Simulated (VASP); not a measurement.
Crystal: ZrN.

```
Zr N
1.0
     0.00000    2.29366    2.29366
     2.29366    0.00000    2.29366
     2.29366    2.29366    0.00000
Zr N
1 1
Cartesian
  2.2937 2.2937 2.2937
  0.0000 0.0000 0.0000
```

```yaml
Program: VASP 6.6.1
Task: relaxation of cell and atoms
Functional: HSE06
Potentials_or_basis: VASP PAW PBE potentials, release 64 (Zr_sv, N)
Cutoff: 600 eV
k_mesh: 6 × 6 × 6
Occupations: fermi-dirac, width 0.02 eV
Spin: no spin polarisation
```

At the start: pressure -4.4 GPa; volume 12.07 Å³/atom.

Problem. Where does the relaxation end?

Solution. Over 3 steps the energy falls by 2.7 meV/atom and the volume is 11.87 Å³/atom (-1.6 %); space group Fm-3m (No. 225, to 0.1 Å) before and after.

Step by step:
```tsv
step	energy change (eV)	largest force (eV/Å)	pressure (GPa)	volume (Å³)
1	0.0000	0.0000	-4.38	24.13
2	0.0153	0.0000	9.26	23.00
3	-0.0055	0.0000	-0.04	23.74
```

Final structure:
```
Zr N
1.0
     0.00000    2.28119    2.28119
     2.28119    0.00000    2.28119
     2.28119    2.28119    0.00000
Zr N
1 1
Cartesian
  2.2812 2.2812 2.2812
  0.0000 0.0000 0.0000
```

Caveat: the k points lie up to 0.40 Å⁻¹ apart in the final cell, too coarse for converged energies and pressures of a metal; the PAW data sets were made with another functional, which shifts forces and pressure a little; an odd number of electrons without spin polarisation forces a metal; a magnetic or distorted state may lie lower.
